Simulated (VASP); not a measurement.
Input of a VASP 6.6.1 run:

The input INCAR:

```
SYSTEM = CuO
PREC     = Accurate       ! precision mode
ENCUT    = 600            ! plane-wave cutoff, eV
EDIFF    = 1E-6           ! SCF threshold, eV
ISMEAR   = 0              ! smearing method
SIGMA    = 0.05           ! smearing width, eV
LREAL    = .False.        ! projectors in reciprocal space
LASPH    = .True.         ! aspherical terms in the spheres
NELM     = 200            ! most SCF steps
ALGO     = Normal         ! electronic algorithm
ISIF     = 2              ! what is computed and relaxed
LWAVE    = .False.        ! write WAVECAR
LCHARG   = .True.         ! write CHGCAR
ISPIN    = 2              ! spin polarisation
MAGMOM   = 0.24 0.6       ! initial moments
LORBIT   = 11             ! projections on sites
NUPDOWN  = 0.75           ! fixed moment
LMAXMIX  = 4              ! l up to which the mixer works
LDAU     = .True.         ! DFT+U
LDAUTYPE = 2            
LDAUL    = 2 -1           ! shell
LDAUU    = 8 0            ! U, eV
LDAUJ    = 0 0          
LDAUPRINT= 1            
GGA      = CA             ! functional
LELF     = .True.         ! ELF
LVHAR    = .True.       
NBANDS   = 20             ! bands
GGA_COMPAT= .False.
```

KPOINTS

```
Automatic mesh
0
Gamma
  7 7 7
  0 0 0
```

The input POSCAR:

```
CuO
1.0
    2.5525506100      0.0000000000      0.0000000000
    0.0000000000      2.5525506100      0.0000000000
    0.0000000000      0.0000000000      2.5525506100
Cu O
1 1
Direct
    0.0000000000      0.0000000000      0.0000000000
    0.5000000000      0.5000000000      0.5000000000
```

Potentials or basis: VASP PAW LDA potentials, release 64 (Cu, O).

Launch:

```console
$ cat potpaw_LDA.64/Cu/POTCAR potpaw_LDA.64/O/POTCAR > POTCAR
$ mpirun -np 1 vasp_std > vasp.out
```

Problem. Predict the pressure.

Solution. -6.7 GPa.

Eigenvalues of the final occupation matrices:
```csv
site,spin,trace,eigenvalues
site 1 d,1,4.88,0.97 0.97 0.98 0.98 0.98
site 1 d,2,4.61,0.89 0.89 0.89 0.97 0.97
```

Caveat: the cell stands under tension; the total moment is fixed, so each spin has its own Fermi level; a cell with one magnetic atom can't hold antiferromagnetic order, which such compounds often take. The state reached can hang on the start; a lower one may exist.
